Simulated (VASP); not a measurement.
# Pb in VASP: single point with PBE

Aim: the single point of Pb with PBE.

All numbers are computed with VASP 6.6.1; they aren't measurements. Logs are shortened: lines on timing, memory, paths and dates and some standing lists are left out, and cuts for length are marked.

### Step 1. The cell of the first run

The cell holds a sublattice, 1 atom: a = 4.554 Å, b = 4.554 Å, c = 4.554 Å, α = 90.00°, β = 90.00°, γ = 90.00°.

### Step 2. Single point, PBE

INCAR reads:

```
PREC = Accurate ; ENCUT = 400
EDIFF = 1E-6 ; ISMEAR = 0
SIGMA = 0.1 ; LREAL = F
LASPH = T ; NELM = 120
ALGO = Normal ; ISIF = 2
LWAVE = F ; LCHARG = T
GGA = PE ; LELF = T
LVHAR = T ; NBANDS = 13
GGA_COMPAT = F
```

KPOINTS reads:

```
Automatic mesh
0
Gamma
  8 8 8
```

POSCAR reads:

```
Pb
1.0
    4.5540721900      0.0000000000      0.0000000000
    0.0000000000      4.5540721900      0.0000000000
    0.0000000000      0.0000000000      4.5540721900
Pb
1
Direct
    0.0000000000      0.0000000000      0.0000000000
```

Potentials or basis: VASP PAW PBE potentials, release 64 (Pb_d).

On the command line:

```
$ cat potpaw_PBE.64/Pb_d/POTCAR > POTCAR
$ mpirun -np 1 vasp_std > vasp.out
```

OUTCAR:

```text
PREC = Accurate
   ENCUT = 400
   EDIFF = 1E-6
   ISMEAR = 0
   LREAL = F
   LASPH = T
   NELM = 120
   ISIF = 2
   GGA = PE

 ion  position               nearest neighbor table
   1  0.000  0.000  0.000-

  LATTYP: Found a simple cubic cell.
 ALAT       =     4.5540721900

  Lattice vectors:

 A1 = (   4.5540721900,   0.0000000000,   0.0000000000)
 A2 = (   0.0000000000,   4.5540721900,   0.0000000000)
 A3 = (   0.0000000000,   0.0000000000,   4.5540721900)

Analysis of symmetry for initial positions (statically):
=====================================================================
 Subroutine PRICEL returns:
 Original cell was already a primitive cell.

 Routine SETGRP: Setting up the symmetry group for a
 simple cubic supercell.

 Subroutine GETGRP returns: Found 48 space group operations
 (whereof 48 operations were pure point group operations)
 out of a pool of 48 trial point group operations.

The static configuration has the point symmetry O_h .

Analysis of symmetry for dynamics (positions and initial velocities):
=====================================================================
 Subroutine PRICEL returns:
 Original cell was already a primitive cell.

 Routine SETGRP: Setting up the symmetry group for a
 simple cubic supercell.

 Subroutine GETGRP returns: Found 48 space group operations
 (whereof 48 operations were pure point group operations)
 out of a pool of 48 trial point group operations.

The dynamic configuration has the point symmetry O_h .

 Subroutine INISYM returns: Found 48 space group operations
 (whereof 48 operations are pure point group operations),
 and found     1 'primitive' translations

----------------------------------------------------------------------------------------

                                     Primitive cell

  volume of cell :      94.4495

  direct lattice vectors                    reciprocal lattice vectors
     4.554072190  0.000000000  0.000000000     0.219583695  0.000000000  0.000000000
     0.000000000  4.554072190  0.000000000     0.000000000  0.219583695  0.000000000
     0.000000000  0.000000000  4.554072190     0.000000000  0.000000000  0.219583695

  length of vectors
     4.554072190  4.554072190  4.554072190     0.219583695  0.219583695  0.219583695

  position of ions in fractional coordinates (direct lattice)
     0.000000000  0.000000000  0.000000000

  ion indices of the primitive-cell ions
   primitive index   ion index
                 1           1

----------------------------------------------------------------------------------------

 KPOINTS: Automatic mesh

Automatic generation of k-mesh.
 Grid dimensions read from file:
 generate k-points for:    8    8    8

 Generating k-lattice:

  Cartesian coordinates                     Fractional coordinates (reciprocal lattice)
     0.027447962  0.000000000  0.000000000     0.125000000  0.000000000  0.000000000
     0.000000000  0.027447962  0.000000000     0.000000000  0.125000000  0.000000000
     0.000000000  0.000000000  0.027447962     0.000000000  0.000000000  0.125000000

  Length of vectors
     0.027447962  0.027447962  0.027447962

  Shift w.r.t. Gamma in fractional coordinates (k-lattice)
     0.000000000  0.000000000  0.000000000

 Subroutine IBZKPT returns following result:
 ===========================================

 Found     35 irreducible k-points:

 Following reciprocal coordinates:
            Coordinates               Weight
  0.000000  0.000000  0.000000      1.000000
  0.125000  0.000000  0.000000      6.000000
  0.250000  0.000000  0.000000      6.000000
  0.375000  0.000000  0.000000      6.000000
  0.500000  0.000000  0.000000      3.000000
  0.125000  0.125000  0.000000     12.000000
[... 16 lines left out ...]
  0.375000  0.375000  0.125000     24.000000
  0.500000  0.375000  0.125000     24.000000
 [... further k-points ...]
   k-points           NKPTS =     35   k-points in BZ     NKDIM =     35   number of bands    NBANDS=     13
   number of dos      NEDOS =    301   number of ions     NIONS =      1
   total plane-waves  NPLWV =  27000
   dimension x,y,z NGX =    30 NGY =   30 NGZ =   30
   dimension x,y,z NGXF=    60 NGYF=   60 NGZF=   60
   ions per type =               1
   NGX,Y,Z   is equivalent  to a cutoff of  10.95, 10.95, 10.95 a.u.
   NGXF,Y,Z  is equivalent  to a cutoff of  21.90, 21.90, 21.90 a.u.
 SYSTEM =  unknown system
   PREC   = accura    normal or accurate (medium, high low for compatibility)
   ISTART =      0    job   : 0-new  1-cont  2-samecut
   ICHARG =      2    charge: 1-file 2-atom 10-const
   ISPIN  =      1    spin polarized calculation?
   LNONCOLLINEAR =      F non collinear calculations
   LSORBIT =      F    spin-orbit coupling
   LASPH  =      T    aspherical Exc in radial PAW
   ENCUT  =  400.0 eV  29.40 Ry    5.42 a.u.   7.43  7.43  7.43*2*pi/ulx,y,z
   NELM   =    120;   NELMIN=  2; NELMDL= -5     # of ELM steps
   EDIFF  = 0.1E-05   stopping-criterion for ELM
   LREAL  =      F    real-space projection
   EDIFFG = 0.1E-04   stopping-criterion for IOM
   NSW    =      0    number of steps for IOM
   IBRION =     -1    ionic relax: 0-MD 1-quasi-New 2-CG
   NFREE  =      0    steps in history (QN), initial steepest desc. (CG)
   ISIF   =      2    stress and relaxation
   ISYM   =      2    0-nonsym 1-usesym 2-fastsym
   POTIM  = 0.5000    time-step for ionic-motion
   TEBEG  =    0.0;   TEEND  =   0.0 temperature during run
   PSTRESS=    0.0 pullay stress
   NELECT =      14.0000    total number of electrons
   NUPDOWN=      -1.0000    fix difference up-down
   EMIN   =  10.00;   EMAX   =-10.00  energy-range for DOS
   EFERMI =   0.00;   METHOD = LEGACY
   ISMEAR =     0;   SIGMA  =   0.10  broadening in eV -4-tet -1-fermi 0-gaus
   EFERMI_NEDOS =   21; number of points for ismear=-14 and -15
   IALGO  =     38    algorithm
   IMIX   =      4    mixing-type and parameters
     AMIX     =   0.40;   BMIX     =  1.00
     AMIX_MAG =   1.60;   BMIX_MAG =  1.00
  volume/ion in A,a.u.               =      94.45       637.38
  Fermi-wavevector in a.u.,A,eV,Ry     =   0.866398  1.637255 10.213159  0.750646
  Thomas-Fermi vector in A             =   1.984781
   LORBIT       =      0    0 simple, 1 ext, 2 COOP (PROOUT), +10 PAW based schemes
   GGA     = PE    functional components
   LHFCALC =     F    Hartree Fock is set to
   AEXX    =    0.0000 exact exchange contribution
   IVDW    =     0    specifies the selected vdW correction
   LEPSILON=     F    determine dielectric tensor
   LRPA    =     F    only Hartree local field effects (RPA)
 non-spin polarized calculation
 Gauss-broadening in eV      SIGMA  =   0.10
  energy-cutoff  :      400.00
  volume of cell :       94.45
 maximum number of plane-waves:      1747
 NGX is ok and might be reduce to    30
   NGX = 15   NGY = 15   NGZ = 15

 number of electron      14.0000018 magnetization

 Free energy of the ion-electron system (eV)
  ---------------------------------------------------
  ext. energy  EPLUGINS =         0.00000000
  ---------------------------------------------------
  free energy    TOTEN  =        -1.74975761 eV

  energy without entropy =       -1.73339491  energy(sigma->0) =       -1.74157626

 E-fermi :  -0.3401     XC(G=0):  -5.7038

 val. band max:       -0.3479039137   @ k =   0.5000   0.5000   0.3750
 cond. band min:      -0.3364985814   @ k =   0.3750   0.3750   0.2500
 fundamental gap:      0.0114053323
 Fermi energy:        -0.3401478019

 k-point     1 :       0.0000    0.0000    0.0000
  band No.  band energies     occupation
      1     -17.6903      2.00000
      2     -17.6903      2.00000
      3     -17.6749      2.00000
      4     -17.6749      2.00000
      5     -17.6749      2.00000
      6      -8.8118      2.00000
      7       1.3140      0.00000
      8       1.3140      0.00000
      9       1.3140      0.00000
     10       2.6668      0.00000
     11       5.4552      0.00000
     12       5.4552      0.00000
     13      10.5051      0.00000

 k-point     2 :       0.1250    0.0000    0.0000
  band No.  band energies     occupation
      1     -17.6903      2.00000
      2     -17.6879      2.00000
      3     -17.6755      2.00000
      4     -17.6755      2.00000
      5     -17.6749      2.00000
      6      -8.7753      2.00000
      7       0.5937      0.00000
      8       1.3661      0.00000
      9       1.3661      0.00000
     10       3.1544      0.00000
     11       5.5484      0.00000
     12       6.0225      0.00000
     13       9.5574      0.00000

 k-point     3 :       0.2500    0.0000    0.0000
  band No.  band energies     occupation
      1     -17.6901      2.00000
      2     -17.6820      2.00000
      3     -17.6769      2.00000
      4     -17.6769      2.00000
      5     -17.6748      2.00000
      6      -8.6828      2.00000
      7      -0.4090      1.66966
      8       1.4994      0.00000
      9       1.4994      0.00000
     10       3.7238      0.00000
     11       5.8185      0.00000
     12       7.0584      0.00000
     13       8.7852      0.00000

 k-point     4 :       0.3750    0.0000    0.0000
  band No.  band energies     occupation
      1     -17.6899      2.00000
      2     -17.6784      2.00000
      3     -17.6784      2.00000
      4     -17.6761      2.00000
      5     -17.6747      2.00000
      6      -8.5836      2.00000
      7      -1.1193      2.00000
      8       1.6454      0.00000
      9       1.6454      0.00000
     10       4.2407      0.00000
     11       6.2132      0.00000
     12       6.6472      0.00000
     13       8.0430      0.00000

 k-point     5 :       0.5000    0.0000    0.0000
  band No.  band energies     occupation
      1     -17.6898      2.00000
      2     -17.6789      2.00000
      3     -17.6789      2.00000
      4     -17.6746      2.00000
      5     -17.6736      2.00000
      6      -8.5403      2.00000
      7      -1.3737      2.00000
      8       1.7104      0.00000
      9       1.7104      0.00000
     10       4.5402      0.00000
     11       6.2159      0.00000
     12       6.4734      0.00000
     13       7.7750      0.00000

 k-point     6 :       0.1250    0.1250    0.0000
  band No.  band energies     occupation
      1     -17.6890      2.00000
      2     -17.6866      2.00000
      3     -17.6761      2.00000
      4     -17.6755      2.00000
      5     -17.6755      2.00000
      6      -8.7390      2.00000
      7       0.5192      0.00000
      8       0.8301      0.00000
      9       1.4177      0.00000
     10       3.6243      0.00000
     11       5.8939      0.00000
     12       6.2800      0.00000
     13       8.4554      0.00000

 k-point     7 :       0.2500    0.1250    0.0000
  band No.  band energies     occupation
      1     -17.6884      2.00000
      2     -17.6812      2.00000
      3     -17.6776      2.00000
      4     -17.6769      2.00000
      5     -17.6753      2.00000
      6      -8.6472      2.00000
      7      -0.3493      1.10327
      8       0.8683      0.00000
      9       1.5496      0.00000
     10       4.1885      0.00000
     11       6.1601      0.00000
     12       6.9146      0.00000
     13       7.9533      0.00000
[... 193 lines left out ...]
 k-point    20 :       0.2500    0.2500    0.1250
  band No.  band energies     occupation
      1     -17.6834      2.00000
      2     -17.6791      2.00000
      3     -17.6776      2.00000
      4     -17.6774      2.00000
      5     -17.6774      2.00000
      6      -8.5228      2.00000
      7      -0.2428      0.16840
      8       0.0814      0.00000
      9       1.0996      0.00000
     10       5.0676      0.00000
     11       6.0794      0.00000
     12       7.4112      0.00000
     13       7.7099      0.00000

 k-point    21 :       0.3750    0.2500    0.1250
  band No.  band energies     occupation
      1     -17.6825      2.00000
      2     -17.6806      2.00000
      3     -17.6788      2.00000
      4     -17.6773      2.00000
      5     -17.6724      2.00000
      6      -8.4276      2.00000
      7      -0.7973      2.00000
      8       0.1404      0.00000
      9       1.2624      0.00000
     10       4.7410      0.00000
     11       6.0422      0.00000
     12       6.7949      0.00000
     13       7.9415      0.00000

 k-point    22 :       0.5000    0.2500    0.1250
  band No.  band energies     occupation
      1     -17.6823      2.00000
      2     -17.6812      2.00000
      3     -17.6795      2.00000
      4     -17.6773      2.00000
      5     -17.6701      2.00000
      6      -8.3861      2.00000
      7      -1.0417      2.00000
      8       0.2282      0.00000
      9       1.3373      0.00000
     10       4.5026      0.00000
     11       6.3173      0.00000
     12       6.3292      0.00000
     13       8.1261      0.00000

 k-point    23 :       0.3750    0.3750    0.1250
  band No.  band energies     occupation
      1     -17.6822      2.00000
      2     -17.6803      2.00000
      3     -17.6787      2.00000
      4     -17.6787      2.00000
      5     -17.6685      2.00000
      6      -8.3349      2.00000
      7      -0.6283      1.99995
      8      -0.5043      1.97970
      9       1.4169      0.00000
     10       4.0013      0.00000
     11       6.3442      0.00000
     12       7.0507      0.00000
     13       7.4053      0.00000

 k-point    24 :       0.5000    0.3750    0.1250
  band No.  band energies     occupation
      1     -17.6828      2.00000
      2     -17.6797      2.00000
      3     -17.6793      2.00000
      4     -17.6787      2.00000
      5     -17.6666      2.00000
      6      -8.2946      2.00000
      7      -0.8180      2.00000
      8      -0.4614      1.91373
      9       1.4875      0.00000
     10       3.7035      0.00000
     11       6.6483      0.00000
     12       6.7098      0.00000
     13       7.5376      0.00000

 [... further k-points ...]
[... 5 lines left out ...]
  --------------------------------------------------------------------------------------
  -------------------------------------------------------------------------------------
  Total       -1.9334551     -1.9334551     -1.9334551     -0.0000000      0.0000000     -0.0000000
  in kB      -32.7978176    -32.7978176    -32.7978176     -0.0000000      0.0000000     -0.0000000
  external PRESSURE =     -32.7978176 kB  Pullay stress =       0.0000000 kB

 VOLUME and BASIS-vectors are now :
 -----------------------------------------------------------------------------
  energy-cutoff  :      400.00
  volume of cell :       94.45
      direct lattice vectors                 reciprocal lattice vectors
     4.554072190  0.000000000  0.000000000     0.219583695  0.000000000  0.000000000
     0.000000000  4.554072190  0.000000000     0.000000000  0.219583695  0.000000000
     0.000000000  0.000000000  4.554072190     0.000000000  0.000000000  0.219583695

 POSITION                                       TOTAL-FORCE (eV/Angst)
 -----------------------------------------------------------------------------------
      0.00000      0.00000      0.00000         0.000000      0.000000      0.000000
 -----------------------------------------------------------------------------------
    total drift:                               -0.000000      0.000000     -0.000000

  FREE ENERGIE OF THE ION-ELECTRON SYSTEM (eV)
  ---------------------------------------------------
  free  energy   TOTEN  =        -1.7497576077 eV

  energy  without entropy=       -1.7333949140  energy(sigma->0) =       -1.74157626
```

Run time: 15 s. Hardware: 1 thread of AMD EPYC 7R13 (Zen 3), shared host; peak memory 0.14 GiB.

Results:

```
Free energy            : -1.7498 eV
Pressure               : -3.3 GPa
Band gap on the k mesh : zero (bands 7 and 8 overlap by 2.09 eV)
```

Levels at points of the mesh, in eV from the Fermi level:
```csv
k point,band 5,band 6,band 7,band 8,band 9,band 10
"(0.00, 0.00, 0.00)",-17.33,-8.47,1.65,1.65,1.65,3.01
"(0.50, 0.00, 0.00)",-17.33,-8.20,-1.03,2.05,2.05,4.88
"(0.50, 0.50, 0.00)",-17.32,-7.95,-0.44,-0.44,2.41,3.63
"(0.50, 0.50, 0.50)",-17.32,-7.71,0.08,0.08,0.08,4.86
```

Caveat: spin-orbit coupling is left out, which moves the levels of the heavy elements.
